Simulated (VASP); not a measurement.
A run of VASP 6.6.1:

POSCAR

```
Fe
1.0
   -2.9100000000      2.9100000000      2.9100000000
    1.4550000000     -1.4550000000      1.4550000000
    1.4550000000      1.4550000000     -1.4550000000
Fe
2
Direct
    0.0000000000      0.0000000000      0.0000000000
    0.5000000000      0.0000000000      0.0000000000
```

File INCAR.step1:

```
SYSTEM = Fe
  PREC = Accurate
  ENCUT = 520
  ISMEAR = -1
  SIGMA = 0.1
  LREAL = .False.
  LASPH = .True.
  NELM = 150
  ISPIN = 2
  MAGMOM = 4 4
  LMAXMIX = 4
  NBANDS = 19
  GGA = PE
  ALGO = Normal
  EDIFF = 1E-4
  LWAVE = .True.
  LCHARG = .False.
```

Contents of INCAR.step2:

```
SYSTEM = Fe
  PREC = Accurate
  ENCUT = 520
  EDIFF = 1E-6
  ISMEAR = -1
  SIGMA = 0.1
  LREAL = .False.
  LASPH = .True.
  NELM = 150
  ALGO = Normal
  ISIF = 2
  LWAVE = .False.
  LCHARG = .False.
  ISPIN = 2
  MAGMOM = 4 4
  LORBIT = 11
  LMAXMIX = 4
  METAGGA = R2SCAN
  LMIXTAU = .True.
  NBANDS = 19
  ISTART = 1
```

File KPOINTS:

```
Automatic mesh
0
Gamma
  7 14 14
  0 0 0
```

Potentials or basis: VASP PAW PBE potentials, release 64 (Fe).

Launch:

```bash
$ cat potpaw_PBE.64/Fe/POTCAR > POTCAR
$ cp INCAR.step1 INCAR
$ mpirun -np 1 vasp_std > vasp.out
$ cp INCAR.step2 INCAR
$ mpirun -np 1 vasp_std > vasp.out
```

Hardware: 1 thread of Intel(R) Xeon(R) Platinum 8259CL CPU @ 2.50GHz (Skylake/Cascade Lake), with other jobs on the host.

How long does it take, and how much memory?

Run time: 8.8 min on 1 thread of Intel(R) Xeon(R) Platinum 8259CL CPU @ 2.50GHz (Skylake/Cascade Lake), on a shared host, peak memory 0.28 GiB. Counts: k points 228.
